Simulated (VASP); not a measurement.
# BeTe (b): single point with PBEsol

The system is BeTe (b).

```xyz
2
Lattice="0.0000 2.8024 2.8024 2.8024 0.0000 2.8024 2.8024 2.8024 0.0000" Properties=species:S:1:pos:R:3 pbc="T T T"
Be    0.0000    0.0000    0.0000
Te    1.4012    1.4012    1.4012
```

* Program: VASP 6.6.1
* Task: single point
* Functional: PBEsol
* Potentials or basis: VASP PAW PBE potentials, release 64 (Be, Te)
* Cutoff: 600 eV
* k mesh: 8 × 8 × 8
* Occupations: gaussian, width 0.02 eV
* Spin: no spin polarisation

| Property | Result |
| --- | --- |
| Pressure | 0.3 GPa |
| Band gap on the k mesh | 1.82 eV, indirect (least direct gap 3.59 eV) |

Levels at points of the mesh, in eV from the valence-band top:
| k point | band 2 | band 3 | band 4 | band 5 | band 6 | band 7 |
| --- | --- | --- | --- | --- | --- | --- |
| (0.00, 0.00, 0.00) | 0.00 | 0.00 | 0.00 | 3.59 | 3.59 | 3.59 |
| (0.50, 0.00, 0.00) | -5.67 | -1.16 | -1.16 | 3.07 | 4.55 | 4.55 |
| (0.50, 0.50, 0.00) | -5.21 | -2.71 | -2.71 | 1.82 | 2.59 | 9.80 |

Wall time 8.4 s on 1 thread of Intel(R) Xeon(R) 6975P-C (Granite Rapids), on a shared host, peak memory 0.18 GiB.

Caveat: the PAW data sets were made with another functional, which shifts forces and pressure a little; spin-orbit coupling is left out, which moves the levels of the heavy elements. Expect the measured gap to be larger: semilocal functionals such as PBEsol lack the derivative discontinuity.
